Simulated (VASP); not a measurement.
Crystal: Ca.

```xyz
1
Lattice="0.0000 2.7942 2.7942 2.7942 0.0000 2.7942 2.7942 2.7942 0.0000" Properties=species:S:1:pos:R:3 pbc="T T T"
Ca    0.0000    0.0000    0.0000
```

| Quantity | Value |
| --- | --- |
| Program | VASP 6.6.1 |
| Task | relaxation of volume and atoms at fixed shape |
| Functional | PBEsol |
| Potentials or basis | VASP PAW PBE potentials, release 64 (Ca_sv) |
| Cutoff | 600 eV |
| k mesh | 6 × 6 × 6 |
| Occupations | fermi-dirac, width 0.1 eV |
| Spin | no spin polarisation |

At the start: pressure -1.1 GPa; volume 43.63 Å³/atom.

Where does the relaxation end?

Over 3 steps the energy falls by 10.9 meV/atom and the volume is 40.62 Å³/atom (-6.9 %); space group Fm-3m (No. 225, to 0.05 Å).

Step by step:
| step | energy change (eV) | largest force (eV/Å) | pressure (GPa) | volume (Å³) |
| --- | --- | --- | --- | --- |
| 1 | 0.0000 | 0.0000 | -1.14 | 43.63 |
| 2 | -0.0095 | 0.0000 | -0.43 | 41.70 |
| 3 | -0.0109 | 0.0000 | 0.02 | 40.62 |

Final structure:
```yaml
crystal:
  lattice:
    - [0.00000, 2.72841, 2.72841]
    - [2.72841, 0.00000, 2.72841]
    - [2.72841, 2.72841, 0.00000]
  atoms:
    - { symbol: Ca, position: [0.00000, 0.00000, 0.00000] }
```

Caveat: the PAW data sets were made with another functional, which shifts forces and pressure a little.
